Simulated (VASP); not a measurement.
Input of a VASP 6.6.1 run:

Contents of INCAR:

```
SYSTEM = WSe2
PREC = Accurate
ENCUT = 600
EDIFF = 1E-6
ISMEAR = 0
SIGMA = 0.1
LREAL = .False.
LASPH = .True.
NELM = 100
ALGO = Normal
ISIF = 3
LWAVE = .False.
LCHARG = .False.
GGA = PE
IBRION = 2
NSW = 100
EDIFFG = -0.01
```

Contents of KPOINTS:

```
regular mesh
0
Gamma
  12 12 10
  0 0 0
```

POSCAR

```
WSe2
1.0
    3.8248398989      0.0000000000      0.0000000000
    0.0000000000      3.8248398989      0.0000000000
    0.0000000000      0.0000000000      4.7712291598
W Se
1 2
Direct
    0.0000000000      0.0000000000      0.5000000000
    0.0000000000      0.0000000000      0.0000000000
    0.5000000000      0.5000000000      0.0000000000
```

Potentials or basis: VASP PAW PBE potentials, release 64 (W_sv, Se).

Launch:

```console
$ cat potpaw_PBE.64/W_sv/POTCAR potpaw_PBE.64/Se/POTCAR > POTCAR
$ mpirun -np 1 vasp_std > vasp.out
```

(1) Estimate the space group after relaxing (to 0.05 Å).

(2) Predict the relaxed volume.

(3) What does it give for the relaxed cell?

## Answers

(1) P4/mmm (No. 123).

(2) 23.33 Å³/atom.

(3) a = 3.829 Å, b = 3.829 Å, c = 4.773 Å, α = 90.00°, β = 90.00°, γ = 90.00°.
